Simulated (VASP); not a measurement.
SrO, 4 atoms in the cell. Symmetry: P4/nmm, No. 129, tetragonal system. The conventional cell has a = 4.425 Å, b = 4.425 Å, c = 3.495 Å, α = 90.00°, β = 90.00°, γ = 90.00°. Sr (site symmetry 4mm) has 4 O at 2.42 Å within 3.2 Å. O (site symmetry -4m2) has 4 Sr at 2.42 Å and 4 O at 3.13 Å within 3.2 Å.  This cell differs from its parent crystal: volume scaled by 1.040.

| Property | Result |
| --- | --- |
| Program | VASP 6.6.1 |
| Task | single point |
| Functional | PBEsol |
| Potentials or basis | VASP PAW PBE potentials, release 64 (Sr_sv, O) |
| Cutoff | 520 eV |
| k mesh | 8 × 8 × 10 |
| Occupations | gaussian, width 0.05 eV |
| Spin | no spin polarisation |
| Dipole correction | no |
| Further INCAR settings | ALGO = Normal; EDIFF = 1e-06; NBANDS = 24 |

Potentials or basis: VASP PAW PBE potentials, release 64 (Sr_sv, O).

Run with:

```console
$ cat potpaw_PBE.64/Sr_sv/POTCAR potpaw_PBE.64/O/POTCAR > POTCAR
$ mpirun -np 1 vasp_std > vasp.out
```

Hardware: 1 thread of Intel(R) Xeon(R) 6975P-C (Granite Rapids) (shared host).

Problem. Estimate the wall time of this run.

Solution. It took 50 s on 1 thread of Intel(R) Xeon(R) 6975P-C (Granite Rapids), on a shared host, peak memory 0.26 GiB. Counts: scf iterations 13, k points 90.
